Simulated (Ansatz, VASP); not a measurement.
## One calculation of ZrS2, two programs

```
Zr S
1.0
     3.52742    0.00000    0.00000
    -1.76371    3.05484    0.00000
     0.00000    0.00000    5.96124
Zr S
1 2
Direct
  0.00000 0.00000 0.00000
  0.33333 0.66667 0.25317
  0.66667 0.33333 0.74683
```

Change from the starting cell: epitaxial_xy strain -4.0%.

Alike in both runs: task single point; functional HSE06; k mesh 6 × 6 × 4; no spin polarisation.

|  | VASP | Ansatz |
| --- | --- | --- |
| version | VASP 6.6.1 | Ansatz 0.2.0 |
| potentials or method | VASP PAW PBE potentials, release 64 (Zr_sv, S) | plane waves, PAW |
| plane-wave cutoff (eV) | 400 | 420 |
| occupations | gaussian, width 0.01 eV | fixed |
| valence electrons in the cell | 24 | 24 |

VASP gave:

* gap on the k mesh at the Fermi level (eV): 1.21
* pressure (GPa): 5.0
* traceless stress, the component that is largest in VASP (GPa): -4.80
* rms of the force components (eV/Å): 0.098

Question: Estimate Ansatz's values.

Answer: gap on the k mesh at the Fermi level (eV): 1.22; pressure (GPa): 5.2; traceless stress, the component that is largest in VASP (GPa): -4.85; rms of the force components (eV/Å): 0.099.

Atom by atom the forces differ by 0.001 eV/Å (rms over components). Ansatz's warnings: stress exchange threshold loose, stress scf threshold loose.
